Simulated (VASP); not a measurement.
# Sr (Fd-3m) in VASP: further runs, part 2 of 2

VASP 6.6.1.

## (3) Single point, revPBE (126.88 Å³/atom)

This run uses another cell than the first one, of 126.88 Å³/atom.

File INCAR:

```
ALGO = Normal
EDIFF = 1E-7
ENCUT = 520
GGA = RE
ISIF = 2
ISMEAR = -1
LASPH = True
LCHARG = True
LELF = True
LREAL = False
LVHAR = True
LWAVE = False
NBANDS = 17
NELM = 60
PREC = Accurate
SIGMA = 0.1
```

File KPOINTS:

```
k-points
0
Gamma
  7 7 7
```

File POSCAR:

```
Sr
1.0
    0.0000000000      5.0250036896      5.0250036896
    5.0250036896      0.0000000000      5.0250036896
    5.0250036896      5.0250036896      0.0000000000
Sr
2
Direct
    0.1250000000      0.1250000000      0.1250000000
    0.8750000000      0.8750000000      0.8750000000
```

Potentials or basis: VASP PAW PBE potentials, release 64 (Sr_sv).

Run with:

```bash
cat potpaw_PBE.64/Sr_sv/POTCAR > POTCAR
mpirun -np 1 vasp_std > vasp.out
```

OUTCAR:

```text
EDIFF = 1E-7
   ENCUT = 520
   GGA = RE
   ISIF = 2
   ISMEAR = -1
   LASPH = True
   LREAL = False
   NELM = 60
   PREC = Accurate

 ion  position               nearest neighbor table
   1  0.125  0.125  0.125-   2 4.35   2 4.35   2 4.35   2 4.35
   2  0.875  0.875  0.875-   1 4.35   1 4.35   1 4.35   1 4.35

  LATTYP: Found a face centered cubic cell.
 ALAT       =    10.0500073792

  Lattice vectors:

 A1 = (   0.0000000000,   5.0250036896,   5.0250036896)
 A2 = (   5.0250036896,   0.0000000000,   5.0250036896)
 A3 = (   5.0250036896,   5.0250036896,   0.0000000000)

Analysis of symmetry for initial positions (statically):
=====================================================================
 Subroutine PRICEL returns:
 Original cell was already a primitive cell.

 Routine SETGRP: Setting up the symmetry group for a
 face centered cubic supercell.

 Subroutine GETGRP returns: Found 48 space group operations
 (whereof 12 operations were pure point group operations)
 out of a pool of 48 trial point group operations.

The static configuration has the point symmetry D_3d.
 The point group associated with its full space group is O_h .

Analysis of symmetry for dynamics (positions and initial velocities):
=====================================================================
 Subroutine PRICEL returns:
 Original cell was already a primitive cell.

 Routine SETGRP: Setting up the symmetry group for a
 face centered cubic supercell.

 Subroutine GETGRP returns: Found 48 space group operations
 (whereof 12 operations were pure point group operations)
 out of a pool of 48 trial point group operations.

The dynamic configuration has the point symmetry D_3d.
 The point group associated with its full space group is O_h .

 Subroutine INISYM returns: Found 48 space group operations
 (whereof 12 operations are pure point group operations),
 and found     1 'primitive' translations

----------------------------------------------------------------------------------------

                                     Primitive cell

  volume of cell :     253.7693

  direct lattice vectors                    reciprocal lattice vectors
     0.000000000  5.025003690  5.025003690    -0.099502415  0.099502415  0.099502415
     5.025003690  0.000000000  5.025003690     0.099502415 -0.099502415  0.099502415
     5.025003690  5.025003690  0.000000000     0.099502415  0.099502415 -0.099502415

  length of vectors
     7.106428369  7.106428369  7.106428369     0.172343237  0.172343237  0.172343237

  position of ions in fractional coordinates (direct lattice)
     0.125000000  0.125000000  0.125000000
     0.875000000  0.875000000  0.875000000

  ion indices of the primitive-cell ions
   primitive index   ion index
                 1           1
                 2           2

----------------------------------------------------------------------------------------

 KPOINTS: k-points

Automatic generation of k-mesh.
 Grid dimensions read from file:
 generate k-points for:    7    7    7

 Generating k-lattice:

  Cartesian coordinates                     Fractional coordinates (reciprocal lattice)
    -0.014214631  0.014214631  0.014214631     0.142857143  0.000000000  0.000000000
     0.014214631 -0.014214631  0.014214631     0.000000000  0.142857143  0.000000000
     0.014214631  0.014214631 -0.014214631     0.000000000  0.000000000  0.142857143

  Length of vectors
     0.024620462  0.024620462  0.024620462

  Shift w.r.t. Gamma in fractional coordinates (k-lattice)
     0.000000000  0.000000000  0.000000000

 Subroutine IBZKPT returns following result:
 ===========================================

 Found     20 irreducible k-points:

 Following reciprocal coordinates:
            Coordinates               Weight
  0.000000  0.000000  0.000000      1.000000
  0.142857  0.000000  0.000000      8.000000
  0.285714  0.000000  0.000000      8.000000
  0.428571  0.000000  0.000000      8.000000
  0.142857  0.142857  0.000000      6.000000
  0.285714  0.142857  0.000000     24.000000
[... 12 lines left out ...]
 -0.428571  0.428571  0.142857     24.000000
 -0.285714  0.428571  0.142857     24.000000
   k-points           NKPTS =     20   k-points in BZ     NKDIM =     20   number of bands    NBANDS=     17
   number of dos      NEDOS =    301   number of ions     NIONS =      2
   total plane-waves  NPLWV = 157464
   dimension x,y,z NGX =    54 NGY =   54 NGZ =   54
   dimension x,y,z NGXF=   108 NGYF=  108 NGZF=  108
   ions per type =               2
   NGX,Y,Z   is equivalent  to a cutoff of  12.63, 12.63, 12.63 a.u.
   NGXF,Y,Z  is equivalent  to a cutoff of  25.27, 25.27, 25.27 a.u.
 SYSTEM =  unknown system
   PREC   = accura    normal or accurate (medium, high low for compatibility)
   ISTART =      0    job   : 0-new  1-cont  2-samecut
   ICHARG =      2    charge: 1-file 2-atom 10-const
   ISPIN  =      1    spin polarized calculation?
   LNONCOLLINEAR =      F non collinear calculations
   LSORBIT =      F    spin-orbit coupling
   LASPH  =      T    aspherical Exc in radial PAW
   ENCUT  =  520.0 eV  38.22 Ry    6.18 a.u.  13.21 13.21 13.21*2*pi/ulx,y,z
   NELM   =     60;   NELMIN=  2; NELMDL= -5     # of ELM steps
   EDIFF  = 0.1E-06   stopping-criterion for ELM
   LREAL  =      F    real-space projection
   EDIFFG = 0.1E-05   stopping-criterion for IOM
   NSW    =      0    number of steps for IOM
   IBRION =     -1    ionic relax: 0-MD 1-quasi-New 2-CG
   NFREE  =      0    steps in history (QN), initial steepest desc. (CG)
   ISIF   =      2    stress and relaxation
   ISYM   =      2    0-nonsym 1-usesym 2-fastsym
   POTIM  = 0.5000    time-step for ionic-motion
   TEBEG  =    0.0;   TEEND  =   0.0 temperature during run
   PSTRESS=    0.0 pullay stress
   NELECT =      20.0000    total number of electrons
   NUPDOWN=      -1.0000    fix difference up-down
   EMIN   =  10.00;   EMAX   =-10.00  energy-range for DOS
   EFERMI =   0.00;   METHOD = LEGACY
   ISMEAR =    -1;   SIGMA  =   0.10  broadening in eV -4-tet -1-fermi 0-gaus
   EFERMI_NEDOS =   21; number of points for ismear=-14 and -15
   IALGO  =     38    algorithm
   IMIX   =      4    mixing-type and parameters
     AMIX     =   0.40;   BMIX     =  1.00
     AMIX_MAG =   1.60;   BMIX_MAG =  1.00
  volume/ion in A,a.u.               =     126.88       856.26
  Fermi-wavevector in a.u.,A,eV,Ry     =   0.701894  1.326388  6.702988  0.492656
  Thomas-Fermi vector in A             =   1.786446
   LORBIT       =      0    0 simple, 1 ext, 2 COOP (PROOUT), +10 PAW based schemes
   GGA     = RE    functional components
   LHFCALC =     F    Hartree Fock is set to
   AEXX    =    0.0000 exact exchange contribution
   IVDW    =     0    specifies the selected vdW correction
   LEPSILON=     F    determine dielectric tensor
   LRPA    =     F    only Hartree local field effects (RPA)
 non-spin polarized calculation
  energy-cutoff  :      520.00
  volume of cell :      253.77
 maximum number of plane-waves:      6867
 NGX is ok and might be reduce to    54
   NGX = 27   NGY = 27   NGZ = 27

 number of electron      20.0000000 magnetization

 Free energy of the ion-electron system (eV)
  ---------------------------------------------------
  ext. energy  EPLUGINS =         0.00000000
  ---------------------------------------------------
  free energy    TOTEN  =        -1.17885129 eV

  energy without entropy =       -1.07948860  energy(sigma->0) =       -1.12916995

 E-fermi :  -0.4478     XC(G=0):  -4.8745

 val. band max:       -0.5147099751   @ k =   0.2857   0.2857   0.0000
 cond. band min:      -0.4290234237   @ k =  -0.2857   0.4286   0.1429
 fundamental gap:      0.0856865514
 Fermi energy:        -0.4477821251

 k-point     1 :       0.0000    0.0000    0.0000
  band No.  band energies     occupation
      1     -38.2816      2.00000
      2     -38.2750      2.00000
      3     -20.2403      2.00000
      4     -20.2403      2.00000
      5     -20.2403      2.00000
      6     -20.1984      2.00000
[... 9 lines left out ...]
     16       0.8467      0.00000
     17       0.8467      0.00000
[... 361 lines left out ...]
 k-point    20 :      -0.2857    0.4286    0.1429
  band No.  band energies     occupation
      1     -38.2787      2.00000
      2     -38.2778      2.00000
      3     -20.2478      2.00000
      4     -20.2466      2.00000
      5     -20.2236      2.00000
      6     -20.2154      2.00000
[... 9 lines left out ...]
     16       0.9865      0.00000
     17       1.4905      0.00000

------------------------ aborting loop because EDIFF is reached ----------------------------------------

  FORCE on cell =-STRESS in cart. coord.  units (eV):
  Direction    XX          YY          ZZ          XY          YZ          ZX
  --------------------------------------------------------------------------------------
  -------------------------------------------------------------------------------------
  Total       -0.2377501     -0.2377501     -0.2377501     -0.0000000      0.0000000      0.0000000
  in kB       -1.5010398     -1.5010398     -1.5010398     -0.0000000      0.0000000      0.0000000
  external PRESSURE =      -1.5010398 kB  Pullay stress =       0.0000000 kB

 VOLUME and BASIS-vectors are now :
 -----------------------------------------------------------------------------
  energy-cutoff  :      520.00
  volume of cell :      253.77
      direct lattice vectors                 reciprocal lattice vectors
     0.000000000  5.025003690  5.025003690    -0.099502415  0.099502415  0.099502415
     5.025003690  0.000000000  5.025003690     0.099502415 -0.099502415  0.099502415
     5.025003690  5.025003690  0.000000000     0.099502415  0.099502415 -0.099502415

 POSITION                                       TOTAL-FORCE (eV/Angst)
 -----------------------------------------------------------------------------------
      1.25625      1.25625      1.25625        -0.000000     -0.000000     -0.000000
      8.79376      8.79376      8.79376         0.000000      0.000000      0.000000
 -----------------------------------------------------------------------------------
    total drift:                               -0.000000      0.000000     -0.000000

  FREE ENERGIE OF THE ION-ELECTRON SYSTEM (eV)
  ---------------------------------------------------
  free  energy   TOTEN  =        -1.1788512941 eV

  energy  without entropy=       -1.0794886007  energy(sigma->0) =       -1.12916995
```

OSZICAR:

```text
N       E                     dE             d eps       ncg     rms          rms(c)
DAV:   1     0.110401371876E+03    0.11040E+03   -0.86095E+03   736   0.878E+02
DAV:   2     0.959947846584E+01   -0.10080E+03   -0.99323E+02   873   0.209E+02
DAV:   3    -0.247140725314E+00   -0.98466E+01   -0.97974E+01  1150   0.442E+01
DAV:   4    -0.111098368021E+01   -0.86384E+00   -0.86217E+00  1035   0.975E+00
DAV:   5    -0.112530586136E+01   -0.14322E-01   -0.14313E-01  1024   0.125E+00    0.960E+00
DAV:   6    -0.115164121017E+01   -0.26335E-01   -0.18246E-02   940   0.104E+00    0.532E+00
DAV:   7    -0.117504970703E+01   -0.23408E-01   -0.32185E-02   715   0.132E+00    0.364E-01
DAV:   8    -0.117832829197E+01   -0.32786E-02   -0.69177E-03   910   0.376E-01    0.478E-02
DAV:   9    -0.117861077912E+01   -0.28249E-03   -0.35976E-04  1160   0.749E-02    0.264E-02
DAV:  10    -0.117881156791E+01   -0.20079E-03   -0.30969E-04   740   0.552E-02    0.123E-02
DAV:  11    -0.117883357205E+01   -0.22004E-04   -0.43446E-05   924   0.181E-02    0.380E-03
DAV:  12    -0.117885051244E+01   -0.16940E-04   -0.75685E-05   867   0.176E-02    0.653E-03
DAV:  13    -0.117885045427E+01    0.58170E-07   -0.43504E-06   780   0.513E-03    0.363E-03
DAV:  14    -0.117885132733E+01   -0.87305E-06   -0.67179E-07   897   0.286E-03    0.101E-03
DAV:  15    -0.117885129413E+01    0.33197E-07   -0.41878E-08   441   0.866E-04
   1 F= -.11788513E+01 E0= -.11291699E+01  d E =-.993627E-01
```

stdout:

```text
POSCAR found type information on POSCAR Sr
 POSCAR found :  1 types and       2 ions
 scaLAPACK will be used
 -----------------------------------------------------------------------------
|                                                                             |
|                                                                             |
|     You enforced a specific xc type in the INCAR file but a different       |
|     I HOPE YOU KNOW WHAT YOU ARE DOING!                                     |
|                                                                             |
 -----------------------------------------------------------------------------

 LDA part: xc-table for (Slater+PW92), standard interpolation
 POSCAR, INCAR and KPOINTS ok, starting setup
 FFT: planning ... GRIDC
 FFT: planning ... GRID_SOFT
 FFT: planning ... GRID
 WAVECAR not read
 entering main loop
```

Run time: 78 s. Hardware: 1 thread of AMD EPYC 9R45 (Zen 5), shared host; peak memory 0.38 GiB.

What came out:

```
Free energy            : -1.1789 eV
Pressure               : -0.2 GPa
Band gap on the k mesh : zero (bands 10 and 11 overlap by 0.58 eV)
```

Caveat: the PAW data sets were made with another functional, which shifts forces and pressure a little.

## (4) Single point, revPBE (131.58 Å³/atom)

This run uses another cell than the first one, of 131.58 Å³/atom.

File INCAR:

```
SYSTEM = Sr
ALGO = Normal
EDIFF = 1E-6
ENCUT = 520
GGA = RE
ISIF = 2
ISMEAR = -1
LASPH = .True.
LCHARG = .False.
LREAL = .False.
LWAVE = .False.
NBANDS = 17
NELM = 60
PREC = Accurate
SIGMA = 0.1
```

File KPOINTS:

```
k-points
0
Gamma
  7 7 7
  0 0 0
```

File POSCAR:

```
Sr
1.0
    0.0000000000      5.0862902625      5.0862902625
    5.0862902625      0.0000000000      5.0862902625
    5.0862902625      5.0862902625      0.0000000000
Sr
2
Direct
    0.1250000000      0.1250000000      0.1250000000
    0.8750000000      0.8750000000      0.8750000000
```

Run with:

```bash
cat potpaw_PBE.64/Sr_sv/POTCAR > POTCAR
mpirun -np 1 vasp_std > vasp.out
```

Wall time 67 s (1 thread of AMD EPYC 9R45 (Zen 5), shared host); peak memory 0.38 GiB.

The run converged. Its results:

- Free energy: -1.1683 eV
- Pressure: -0.2 GPa
- Band gap on the k mesh: zero (bands 10 and 11 overlap by 0.54 eV)

Levels at points of the mesh, in eV from the Fermi level:
```csv
k point,band 6,band 7,band 8,band 9,band 10,band 11,band 12,band 13,band 14,band 15
"(0.00, 0.00, 0.00)",-19.79,-19.79,-19.79,-2.46,0.58,0.58,0.58,0.90,0.90,1.27
```

Caveat: the PAW data sets were made with another functional, which shifts forces and pressure a little.

## (5) Single point, revPBE

This run uses another cell than the first one, of 117.49 Å³/atom.

Changes to INCAR since step 4:

```diff
@@ -12,3 +12,3 @@
 NBANDS = 17
-NELM = 60
+NELM = 100
 PREC = Accurate
```

File KPOINTS:

```
k-points
0
Gamma
  9 9 9
  0 0 0
```

File POSCAR:

```
Sr
1.0
    0.0000000000      4.8977333076      4.8977333076
    4.8977333076      0.0000000000      4.8977333076
    4.8977333076      4.8977333076      0.0000000000
Sr
2
Direct
    0.1250000000      0.1250000000      0.1250000000
    0.8750000000      0.8750000000      0.8750000000
```

Run with:

```bash
cat potpaw_PBE.64/Sr_sv/POTCAR > POTCAR
mpirun -np 1 vasp_std > vasp.out
```

Run time: 1.8 min. Hardware: 1 thread of AMD EPYC 9R45 (Zen 5), shared host; peak memory 0.42 GiB.

Results (log left out):

```yaml
Free_energy: -1.1870 eV
Pressure: 0.0 GPa
Band_gap_on_the_k_mesh: zero (bands 10 and 11 overlap by 0.67 eV)
```

Levels at points of the mesh, in eV from the Fermi level:
```tsv
k point	band 8	band 9	band 10	band 11	band 12	band 13
(0.00, 0.00, 0.00)	-19.67	-2.57	0.63	0.63	0.63	0.90
```

Caveat: the PAW data sets were made with another functional, which shifts forces and pressure a little.

## (6) Overview

```csv
cell,k mesh,gap on the mesh (eV),pressure (GPa)
"a = 7.018 Å, angles 60.0°, 2 atoms",7 × 7 × 7,none,-0.1
"a = 7.106 Å, angles 60.0°, 2 atoms",7 × 7 × 7,none,-0.2
"a = 7.193 Å, angles 60.0°, 2 atoms",7 × 7 × 7,none,-0.2
"a = 6.926 Å, angles 60.0°, 2 atoms",9 × 9 × 9,none,0.0
```

Alike in all rows: task single point; level revPBE; potentials or basis VASP PAW PBE potentials, release 64 (Sr_sv); no spin polarisation; cutoff (eV) 520; smearing fermi-dirac 0.1 eV.

Caveats: the PAW data sets were made with another functional, which shifts forces and pressure a little.

Absolute energies hang on the potentials; compare differences alone.

The gap in the log of VASP goes by the Fermi energy; the results here count the filled bands.